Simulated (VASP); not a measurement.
Set up this calculation in VASP 6.6.1, as the native input.

```
Task                   : single point
Functional             : r2SCAN
Potentials or basis    : VASP PAW PBE potentials, release 64 (O)
Cutoff                 : 520 eV
k mesh                 : 4 × 4 × 4
Occupations            : fermi-dirac, width 0.1 eV
Spin                   : no spin polarisation
Dipole correction      : no
Further INCAR settings : ALGO = Normal; EDIFF = 1e-07; NBANDS = 13
```

Crystal: O.

```
O
1.0
     1.42335    0.82177    3.40830
    -1.42335    0.82177    3.40830
     0.00000   -1.64354    3.40830
O
2
Direct
  0.05770 0.05770 0.05770
  0.94230 0.94230 0.94230
```

The input as run:

POSCAR

```
O
1.0
    1.4233500000      0.8217715100      3.4083000000
   -1.4233500000      0.8217715100      3.4083000000
    0.0000000000     -1.6435430100      3.4083000000
O
2
Direct
    0.0577000000      0.0577000000      0.0577000000
    0.9423000000      0.9423000000      0.9423000000
```

INCAR.step1

```
PREC     = Accurate       # precision mode
ENCUT    = 520            # plane-wave cutoff, eV
ISMEAR   = -1             # smearing method
SIGMA    = 0.1            # smearing width, eV
LREAL    = F              # projectors in reciprocal space
LASPH    = T              # aspherical terms in the spheres
NELM     = 60             # most SCF steps
NBANDS   = 13             # bands
GGA      = PE             # functional
ALGO     = Normal         # electronic algorithm
EDIFF    = 1E-4           # SCF threshold, eV
LWAVE    = T              # write WAVECAR
LCHARG   = F              # write CHGCAR
```

INCAR.step2

```
PREC     = Accurate       # precision mode
ENCUT    = 520            # plane-wave cutoff, eV
EDIFF    = 1E-7           # SCF threshold, eV
ISMEAR   = -1             # smearing method
SIGMA    = 0.1            # smearing width, eV
LREAL    = F              # projectors in reciprocal space
LASPH    = T              # aspherical terms in the spheres
NELM     = 60             # most SCF steps
ALGO     = Normal         # electronic algorithm
ISIF     = 2              # what is computed and relaxed
LWAVE    = F              # write WAVECAR
LCHARG   = F              # write CHGCAR
METAGGA  = R2SCAN         # meta-GGA
LMIXTAU  = T            
NBANDS   = 13             # bands
ISTART   = 1
```

KPOINTS

```
regular mesh
0
Gamma
  4 4 4
```

Potentials or basis: VASP PAW PBE potentials, release 64 (O).

Run with:

```bash
$ cat potpaw_PBE.64/O/POTCAR > POTCAR
$ cp INCAR.step1 INCAR
$ mpirun -np 1 vasp_std > vasp.out
$ cp INCAR.step2 INCAR
$ mpirun -np 1 vasp_std > vasp.out
```

Results of the run:

- Pressure: 5.8 GPa
- Largest force: 3.837 eV/Å
- Band gap on the k mesh: zero (band 6 reaches 0.94 eV, above the bottom of band 7 at -0.14 eV)

Caveat: the k points lie up to 0.66 Å⁻¹ apart; the standard files for N, O and F lose accuracy on very short bonds; spin is off for a triplet molecule; the PAW data sets were made with another functional, which shifts forces and pressure a little.

Wall time 53 s on 1 thread of AMD EPYC 7R13, with other jobs on the host, peak memory 0.12 GiB.
